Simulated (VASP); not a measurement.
# SnO2 (Fm-3m) in VASP: notebook, part 2 of 2

VASP 6.6.1. The steps go on from the part before.

## (4) Relaxation of cell and atoms, LDA

Contents of INCAR:

```
PREC = Accurate
ENCUT = 600
EDIFF = 1E-6
ISMEAR = -1
SIGMA = 0.05
LREAL = F
LASPH = T
NELM = 80
ALGO = Normal
ISIF = 3
LWAVE = F
LCHARG = F
IBRION = 2
NSW = 60
EDIFFG = -0.01
```

Contents of KPOINTS:

```
Automatic mesh
0
Gamma
  9 9 9
```

Contents of POSCAR:

```
SnO2
1.0
    0.0000000000      2.5741500000      2.5741500000
    2.5741500000      0.0000000000      2.5741500000
    2.5741500000      2.5741500000      0.0000000000
Sn O
1 2
Direct
    0.0000000000      0.0000000000      0.0000000000
    0.7500000000      0.7500000000      0.7500000000
    0.2500000000      0.2500000000      0.2500000000
```

Potentials or basis: VASP PAW LDA potentials, release 64 (Sn_d, O).

Run with:

```sh
$ cat potpaw_LDA.64/Sn_d/POTCAR potpaw_LDA.64/O/POTCAR > POTCAR
$ mpirun -np 1 vasp_std > vasp.out
```

OUTCAR:

```text
PREC = Accurate
   ENCUT = 600
   EDIFF = 1E-6
   ISMEAR = -1
   LREAL = F
   LASPH = T
   NELM = 80
   ISIF = 3
   IBRION = 2
   NSW = 60
   EDIFFG = -0.01

 ion  position               nearest neighbor table
   1  0.000  0.000  0.000-   2 2.23   3 2.23   2 2.23   2 2.23   2 2.23   3 2.23   3 2.23   3 2.23

   2  0.750  0.750  0.750-   1 2.23   1 2.23   1 2.23   1 2.23
   3  0.250  0.250  0.250-   1 2.23   1 2.23   1 2.23   1 2.23

  LATTYP: Found a face centered cubic cell.
 ALAT       =     5.1483000000

  Lattice vectors:

 A1 = (   0.0000000000,   2.5741500000,   2.5741500000)
 A2 = (   2.5741500000,   0.0000000000,   2.5741500000)
 A3 = (   2.5741500000,   2.5741500000,   0.0000000000)

Analysis of symmetry for initial positions (statically):
=====================================================================
 Subroutine PRICEL returns:
 Original cell was already a primitive cell.

 Routine SETGRP: Setting up the symmetry group for a
 face centered cubic supercell.

 Subroutine GETGRP returns: Found 48 space group operations
 (whereof 48 operations were pure point group operations)
 out of a pool of 48 trial point group operations.

The static configuration has the point symmetry O_h .

Analysis of symmetry for dynamics (positions and initial velocities):
=====================================================================
 Subroutine PRICEL returns:
 Original cell was already a primitive cell.

 Routine SETGRP: Setting up the symmetry group for a
 face centered cubic supercell.

 Subroutine GETGRP returns: Found 48 space group operations
 (whereof 48 operations were pure point group operations)
 out of a pool of 48 trial point group operations.

The dynamic configuration has the point symmetry O_h .

 Subroutine INISYM returns: Found 48 space group operations
 (whereof 48 operations are pure point group operations),
[... 125 lines left out ...]
   AEXX    =    0.0000 exact exchange contribution
   IVDW    =     0    specifies the selected vdW correction
   LEPSILON=     F    determine dielectric tensor
   LRPA    =     F    only Hartree local field effects (RPA)
 conjugate gradient relaxation of ions
 non-spin polarized calculation
  energy-cutoff  :      600.00
  volume of cell :       34.11
 maximum number of plane-waves:      1155
 NGX is ok and might be reduce to    30
   NGX = 15   NGY = 15   NGZ = 15

--------------------------------------- Ionic step        1  -------------------------------------------

 number of electron      25.9999995 magnetization

 Free energy of the ion-electron system (eV)
  ---------------------------------------------------
  ext. energy  EPLUGINS =         0.00000000
  ---------------------------------------------------
  free energy    TOTEN  =       -20.44304682 eV

  energy without entropy =      -20.44226828  energy(sigma->0) =      -20.44265755

------------------------ aborting loop because EDIFF is reached ----------------------------------------

  FORCE on cell =-STRESS in cart. coord.  units (eV):
  Direction    XX          YY          ZZ          XY          YZ          ZX
  --------------------------------------------------------------------------------------
  -------------------------------------------------------------------------------------
  Total       -2.4957470     -2.4957470     -2.4957470      0.0000000      0.0000000     -0.0000000
  in kB     -117.2140266   -117.2140266   -117.2140266      0.0000000      0.0000000     -0.0000000
  external PRESSURE =    -117.2140266 kB  Pullay stress =       0.0000000 kB
[... 98 lines left out ...]
--------------------------------------- Ionic step        4  -------------------------------------------

 number of electron      25.9999999 magnetization

 Free energy of the ion-electron system (eV)
  ---------------------------------------------------
  ext. energy  EPLUGINS =         0.00000000
  ---------------------------------------------------
  free energy    TOTEN  =       -20.52098273 eV

  energy without entropy =      -20.52084249  energy(sigma->0) =      -20.52091261

 E-fermi :   8.1775     XC(G=0): -12.5106

 val. band max:        7.8532884075   @ k =  -0.3333   0.4444   0.2222
 cond. band min:       8.2929820352   @ k =   0.0000   0.0000   0.0000
 fundamental gap:      0.4396936276
 Fermi energy:         8.1775378331

 k-point     1 :       0.0000    0.0000    0.0000
  band No.  band energies     occupation
      1     -12.5045      2.00000
      2     -12.5045      2.00000
      3     -12.5045      2.00000
      4     -12.3201      2.00000
      5     -12.3201      2.00000
      6     -11.7297      2.00000
[... 457 lines left out ...]
      4     -12.3196      2.00000
      5     -12.2703      2.00000
      6      -9.8809      2.00000
[... 9 lines left out ...]
     16      17.9952      0.00000
     17      20.0000      0.00000

 [... further k-points ...]

------------------------ aborting loop because EDIFF is reached ----------------------------------------

  FORCE on cell =-STRESS in cart. coord.  units (eV):
  Direction    XX          YY          ZZ          XY          YZ          ZX
  --------------------------------------------------------------------------------------
  -------------------------------------------------------------------------------------
  Total        0.0256736      0.0256736      0.0256736      0.0000000      0.0000000      0.0000000
  in kB        1.2818575      1.2818575      1.2818575      0.0000000      0.0000000      0.0000000
  external PRESSURE =       1.2818575 kB  Pullay stress =       0.0000000 kB
[... 18 lines left out ...]
  FREE ENERGIE OF THE ION-ELECTRON SYSTEM (eV)
  ---------------------------------------------------
  free  energy   TOTEN  =       -20.5209827310 eV

  energy  without entropy=      -20.5208424923  energy(sigma->0) =      -20.52091261

 reached required accuracy - stopping structural energy minimisation
```

Wall time 1.9 min (1 thread of Intel Xeon 8259CL, shared host); peak memory 0.17 GiB.

What came out:

| Quantity | Value |
| --- | --- |
| Free energy | -20.5210 eV |
| Relaxed volume | 10.70 Å³/atom |
| Relaxed cell | a = 3.567 Å, b = 3.567 Å, c = 3.567 Å, α = 60.00°, β = 60.00°, γ = 60.00° |
| Space group after relaxing (to 0.1 Å) | Fm-3m (No. 225) |
| Energy gained by relaxing | 26.0 meV/atom |
| Ionic steps | 4 |
| Pressure after relaxing | 0.1 GPa |
| Band gap on the k mesh | 0.44 eV (least direct gap 1.81 eV) |

The path:
| step | energy change (eV) | largest force (eV/Å) | pressure (GPa) | volume (Å³) |
| --- | --- | --- | --- | --- |
| 1 | 0.0000 | 0.0000 | -11.72 | 34.11 |
| 2 | 0.0145 | 0.0000 | 16.29 | 30.17 |
| 3 | -0.0779 | 0.0000 | -0.21 | 32.13 |
| 4 | -0.0779 | 0.0000 | 0.13 | 32.09 |

Final structure:
```
CELL_PARAMETERS angstrom
0.00000 2.52218 2.52218
2.52218 0.00000 2.52218
2.52218 2.52218 0.00000
ATOMIC_POSITIONS crystal
Sn 0.00000 0.00000 0.00000
O 0.75000 0.75000 0.75000
O 0.25000 0.25000 0.25000
```

Caveat: spin-orbit coupling is left out, which moves the levels of the heavy elements; an odd mesh through Γ misses points on the zone boundary, where band edges can lie.

## (5) Relaxation of cell and atoms, PBEsol

Contents of INCAR:

```
SYSTEM = SnO2
ALGO = Normal
EDIFF = 1E-7
EDIFFG = -0.01
ENCUT = 600
GGA = PS
IBRION = 2
ISIF = 3
ISMEAR = -1
LASPH = .True.
LCHARG = .False.
LREAL = .False.
LWAVE = .False.
NELM = 60
NSW = 60
PREC = Accurate
SIGMA = 0.05
```

Contents of KPOINTS:

```
k-points
0
Gamma
  9 9 9
  0 0 0
```

POSCAR is that of step 4.

Potentials or basis: VASP PAW PBE potentials, release 64 (Sn_d, O).

Run with:

```sh
$ cat potpaw_PBE.64/Sn_d/POTCAR potpaw_PBE.64/O/POTCAR > POTCAR
$ mpirun -np 1 vasp_std > vasp.out
```

Wall time 1.8 min (1 thread of Intel Xeon 8259CL, shared host); peak memory 0.19 GiB.

The run converged. Its results:

```
Free energy                           : -19.1830 eV
Relaxed volume                        : 10.98 Å³/atom
Relaxed cell                          : a = 3.598 Å, b = 3.598 Å, c = 3.598 Å, α = 60.00°, β = 60.00°, γ = 60.00°
Space group after relaxing (to 0.1 Å) : Fm-3m (No. 225)
Energy gained by relaxing             : 8.4 meV/atom
Ionic steps                           : 3
Pressure after relaxing               : 0.0 GPa
```

Step by step:
```
step  energy change (eV)  largest force (eV/Å)  pressure (GPa)  volume (Å³)
   1              0.0000                0.0000           -6.69        34.11
   2              0.0005                0.0000            7.69        31.82
   3             -0.0253                0.0000           -0.04        32.94
```

Final structure:
```cif
data_structure
_symmetry_space_group_name_H-M 'P 1'
_symmetry_Int_Tables_number 1
_cell_length_a 3.5983
_cell_length_b 3.5983
_cell_length_c 3.5983
_cell_angle_alpha 60.000
_cell_angle_beta 60.000
_cell_angle_gamma 60.000
_cell_volume 32.94
loop_
_atom_site_label
_atom_site_type_symbol
_atom_site_fract_x
_atom_site_fract_y
_atom_site_fract_z
_atom_site_occupancy
Sn1 Sn 0.00000 0.00000 0.00000 1
O1 O 0.75000 0.75000 0.75000 1
O2 O 0.25000 0.25000 0.25000 1
```

Levels at points of the mesh, in eV from the Fermi level:
```csv
k point,band 10,band 11,band 12,band 13,band 14,band 15,band 16,band 17
"(0.00, 0.00, 0.00)",-3.06,-1.53,-1.53,-1.53,-0.06,6.78,6.78,6.78
```

Caveat: the PAW data sets were made with another functional, which shifts forces and pressure a little; spin-orbit coupling is left out, which moves the levels of the heavy elements.

## (6) Overview

| task | level | potentials or basis | cell | cutoff (eV) | gap on the mesh (eV) | pressure (GPa) | relaxed volume (Å³/atom) |
| --- | --- | --- | --- | --- | --- | --- | --- |
| single point | PBEsol | VASP PAW PBE potentials, release 64 (Sn_d, O) | as given | 520 | none | -6.5 | - |
| relaxation of cell and atoms | PBE | VASP PAW PBE potentials, release 64 (Sn_d, O) | relaxed | 600 | none | -0.1 | - |
| relaxation of cell and atoms | LDA | VASP PAW LDA potentials, release 64 (Sn_d, O) | relaxed | 600 | 0.44 | 0.1 | 10.70 |
| relaxation of cell and atoms | PBEsol | VASP PAW PBE potentials, release 64 (Sn_d, O) | relaxed | 600 | - | 0.0 | 10.98 |

Alike in all rows: no spin polarisation; k mesh 9 × 9 × 9; smearing fermi-dirac 0.05 eV.

Caveats: spin-orbit coupling is left out, which moves the levels of the heavy elements; semilocal functionals underestimate gaps, so a narrow gap can read as zero (at least some runs); the PAW data sets were made with another functional, which shifts forces and pressure a little (at least some runs); the cell stands under tension (at least some runs); the relaxation stopped at its first step, so nothing moved (at least some runs); an odd mesh through Γ misses points on the zone boundary, where band edges can lie (at least some runs).

Absolute energies hang on the potentials; compare differences alone.
